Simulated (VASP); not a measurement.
# Ir in VASP: single point with PBEsol

Aim: the single point of Ir with PBEsol.

Program: VASP 6.6.1. These are calculated values, not measurements. Logs are shortened: lines on timing, memory, paths and dates and some standing lists are left out, and cuts for length are marked.

## Step 1: The cell of the first run

The cell holds a slab with vacuum, 6 atoms: a = 2.719 Å, b = 4.408 Å, c = 21.495 Å, α = 90.00°, β = 90.00°, γ = 90.00°.

## Step 2: Single point, PBEsol

Input file INCAR:

```
PREC     = Accurate       # precision mode
ENCUT    = 520            # plane-wave cutoff, eV
EDIFF    = 1E-6           # SCF threshold, eV
ISMEAR   = -1             # smearing method
SIGMA    = 0.05           # smearing width, eV
LREAL    = F              # projectors in reciprocal space
LASPH    = T              # aspherical terms in the spheres
NELM     = 100            # most SCF steps
ALGO     = Normal         # electronic algorithm
ISIF     = 2              # what is computed and relaxed
LWAVE    = F              # write WAVECAR
LCHARG   = F              # write CHGCAR
LDIPOL   = T            
IDIPOL   = 3            
DIPOL    = 0.5 0.5 0.500
GGA      = PS             # functional
NBANDS   = 36             # bands
```

Input file KPOINTS:

```
Automatic mesh
0
Gamma
  12 8 1
```

Input file POSCAR:

```
Ir
1.0
    2.7192496415      0.0000000000      0.0000000000
    0.0000000000      4.4080115152      0.0000000000
    0.0000000000      0.0000000000     21.4949000000
Ir
6
Direct
    0.7500000000      0.7500000000      0.3802128844
    0.2500000000      0.2500000000      0.4071120250
    0.2500000000      0.7500000000      0.4836728394
    0.7500000000      0.2500000000      0.5163271599
    0.7500000000      0.7500000000      0.5928879754
    0.2500000000      0.2500000000      0.6197871158
```

Potentials or basis: VASP PAW PBE potentials, release 64 (Ir).

Started as:

```bash
$ cat potpaw_PBE.64/Ir/POTCAR > POTCAR
$ mpirun -np 1 vasp_std > vasp.out
```

OUTCAR:

```text
PREC = Accurate
   ENCUT = 520
   EDIFF = 1E-6
   ISMEAR = -1
   LREAL = F
   LASPH = T
   NELM = 100
   ISIF = 2
   GGA = PS

 ion  position               nearest neighbor table
   1  0.750  0.750  0.380-   3 2.61   3 2.61   2 2.65   2 2.65   2 2.65   2 2.65
   2  0.250  0.250  0.407-   1 2.65   1 2.65   1 2.65   1 2.65   4 2.71   4 2.71   3 2.75   3 2.75

   3  0.250  0.750  0.484-   1 2.61   1 2.61   4 2.68   4 2.68   4 2.68   4 2.68   5 2.71   5 2.71
                             2 2.75   2 2.75
   4  0.750  0.250  0.516-   6 2.61   6 2.61   3 2.68   3 2.68   3 2.68   3 2.68   2 2.71   2 2.71
                             5 2.75   5 2.75
   5  0.750  0.750  0.593-   6 2.65   6 2.65   6 2.65   6 2.65   3 2.71   3 2.71   4 2.75   4 2.75

   6  0.250  0.250  0.620-   4 2.61   4 2.61   5 2.65   5 2.65   5 2.65   5 2.65

  LATTYP: Found a simple orthorhombic cell.
 ALAT       =     2.7192496415
 B/A-ratio  =     1.6210396603
 C/A-ratio  =     7.9047174161

  Lattice vectors:

 A1 = (   2.7192496415,   0.0000000000,   0.0000000000)
 A2 = (   0.0000000000,   4.4080115152,   0.0000000000)
 A3 = (   0.0000000000,   0.0000000000,  21.4949000000)

Analysis of symmetry for initial positions (statically):
=====================================================================
 Subroutine PRICEL returns:
 Original cell was already a primitive cell.

 Routine SETGRP: Setting up the symmetry group for a
 simple orthorhombic supercell.

 Subroutine GETGRP returns: Found  8 space group operations
 (whereof  2 operations were pure point group operations)
 out of a pool of  8 trial point group operations.

The static configuration has the point symmetry S_2 .
 The point group associated with its full space group is D_2h.

Analysis of symmetry for dynamics (positions and initial velocities):
=====================================================================
 Subroutine PRICEL returns:
 Original cell was already a primitive cell.

 Routine SETGRP: Setting up the symmetry group for a
 simple orthorhombic supercell.

 Subroutine GETGRP returns: Found  8 space group operations
 (whereof  2 operations were pure point group operations)
 out of a pool of  8 trial point group operations.

The dynamic configuration has the point symmetry S_2 .
 The point group associated with its full space group is D_2h.

 Subroutine INISYM returns: Found  8 space group operations
[... 110 lines left out ...]
   NFREE  =      0    steps in history (QN), initial steepest desc. (CG)
   ISIF   =      2    stress and relaxation
   ISYM   =      2    0-nonsym 1-usesym 2-fastsym
   POTIM  = 0.5000    time-step for ionic-motion
   TEBEG  =    0.0;   TEEND  =   0.0 temperature during run
   PSTRESS=    0.0 pullay stress
   NELECT =      54.0000    total number of electrons
   NUPDOWN=      -1.0000    fix difference up-down
   EMIN   =  10.00;   EMAX   =-10.00  energy-range for DOS
   EFERMI =   0.00;   METHOD = LEGACY
   ISMEAR =    -1;   SIGMA  =   0.05  broadening in eV -4-tet -1-fermi 0-gaus
   EFERMI_NEDOS =   21; number of points for ismear=-14 and -15
   IALGO  =     38    algorithm
   IMIX   =      4    mixing-type and parameters
     AMIX     =   0.40;   BMIX     =  1.00
     AMIX_MAG =   1.60;   BMIX_MAG =  1.00
  volume/ion in A,a.u.               =      42.94       289.78
  Fermi-wavevector in a.u.,A,eV,Ry     =   0.972442  1.837649 12.866258  0.945643
  Thomas-Fermi vector in A             =   2.102741
   LORBIT       =      0    0 simple, 1 ext, 2 COOP (PROOUT), +10 PAW based schemes
   GGA     = PS    functional components
   LHFCALC =     F    Hartree Fock is set to
   AEXX    =    0.0000 exact exchange contribution
   IVDW    =     0    specifies the selected vdW correction
   LEPSILON=     F    determine dielectric tensor
   LRPA    =     F    only Hartree local field effects (RPA)
 non-spin polarized calculation
  energy-cutoff  :      520.00
  volume of cell :      257.65
 maximum number of plane-waves:      7020
   NGX = 11   NGY = 17   NGZ = 79

 number of electron      53.9999995 magnetization

 dipolmoment           0.000000      0.000000      0.000000 electrons x Angstroem

 Free energy of the ion-electron system (eV)
  ---------------------------------------------------
  ext. energy  EPLUGINS =         0.00000000
  ---------------------------------------------------
  free energy    TOTEN  =       -54.52279085 eV

  energy without entropy =      -54.45588089  energy(sigma->0) =      -54.48933587

 E-fermi :  -0.3356     XC(G=0):  -5.5091

 val. band max:       -0.3483283402   @ k =   0.0833   0.1250   0.0000
 cond. band min:      -0.3168166379   @ k =   0.5000   0.5000   0.0000
 fundamental gap:      0.0315117024
 Fermi energy:        -0.3355707365

 k-point     1 :       0.0000    0.0000    0.0000
  band No.  band energies     occupation
      1     -10.8796      2.00000
      2      -8.9141      2.00000
      3      -8.0573      2.00000
      4      -7.9524      2.00000
      5      -7.6291      2.00000
      6      -6.9648      2.00000
[... 925 lines left out ...]
     35       1.7848      0.00000
     36       3.2136      0.00000

 [... further k-points ...]

------------------------ aborting loop because EDIFF is reached ----------------------------------------

 vacuum level on the upper side and lower side of the slab       (xc-potential included)        -0.186        -0.186

  FORCE on cell =-STRESS in cart. coord.  units (eV):
  Direction    XX          YY          ZZ          XY          YZ          ZX
  --------------------------------------------------------------------------------------
  -------------------------------------------------------------------------------------
  Total       -5.5444375     -2.5742308      0.4833269     -0.0000000      0.0000000      0.0000000
  in kB      -34.4779031    -16.0077701      3.0055526     -0.0000000      0.0000000      0.0000000
  external PRESSURE =     -15.8267069 kB  Pullay stress =       0.0000000 kB

 VOLUME and BASIS-vectors are now :
 -----------------------------------------------------------------------------
  energy-cutoff  :      520.00
  volume of cell :      257.65
      direct lattice vectors                 reciprocal lattice vectors
     2.719249641  0.000000000  0.000000000     0.367748509  0.000000000  0.000000000
     0.000000000  4.408011515  0.000000000     0.000000000  0.226859661  0.000000000
     0.000000000  0.000000000 21.494900000     0.000000000  0.000000000  0.046522664

 POSITION                                       TOTAL-FORCE (eV/Angst)
 -----------------------------------------------------------------------------------
      2.03944      3.30601      8.17264         0.000000     -0.000000     -0.072221
      0.67981      1.10200      8.75083         0.000000      0.000000     -0.041514
      0.67981      3.30601     10.39650        -0.000000      0.000000      0.019607
      2.03944      1.10200     11.09840         0.000000      0.000000     -0.019607
      2.03944      3.30601     12.74407         0.000000     -0.000000      0.041514
      0.67981      1.10200     13.32226         0.000000      0.000000      0.072221
 -----------------------------------------------------------------------------------
    total drift:                               -0.000000      0.000000      0.000009

  FREE ENERGIE OF THE ION-ELECTRON SYSTEM (eV)
  ---------------------------------------------------
  free  energy   TOTEN  =       -54.5227908507 eV

  energy  without entropy=      -54.4558808940  energy(sigma->0) =      -54.48933587

 vacuum level on the upper side and lower side of the slab         5.040         5.040
```

stdout:

```text
POSCAR found type information on POSCAR Ir
 POSCAR found :  1 types and       6 ions
 scaLAPACK will be used
 -----------------------------------------------------------------------------
|                                                                             |
|                                                                             |
|     You enforced a specific xc type in the INCAR file but a different       |
|     I HOPE YOU KNOW WHAT YOU ARE DOING!                                     |
|                                                                             |
 -----------------------------------------------------------------------------

 LDA part: xc-table for (Slater+PW92), standard interpolation
 POSCAR, INCAR and KPOINTS ok, starting setup
 FFT: planning ... GRIDC
 FFT: planning ... GRID_SOFT
 FFT: planning ... GRID
 WAVECAR not read
 entering main loop
```

Wall time 6.9 min (1 thread of AMD EPYC 7R13 (Zen 3), shared host); peak memory 0.44 GiB.

Results:

```
Free energy            : -54.5228 eV
Largest force          : 0.072 eV/Å
Band gap on the k mesh : zero (band 27 reaches 0.79 eV, above the bottom of band 28 at -1.00 eV)
```

Forces in eV/Å, atoms in the order of the input:
```
Ir   0.000  0.000 -0.072
Ir   0.000  0.000 -0.042
Ir   0.000  0.000  0.020
Ir   0.000  0.000 -0.020
Ir   0.000  0.000  0.042
Ir   0.000  0.000  0.072
```

Caveat: the PAW data sets were made with another functional, which shifts forces and pressure a little; spin-orbit coupling is left out, which moves the levels of the heavy elements.
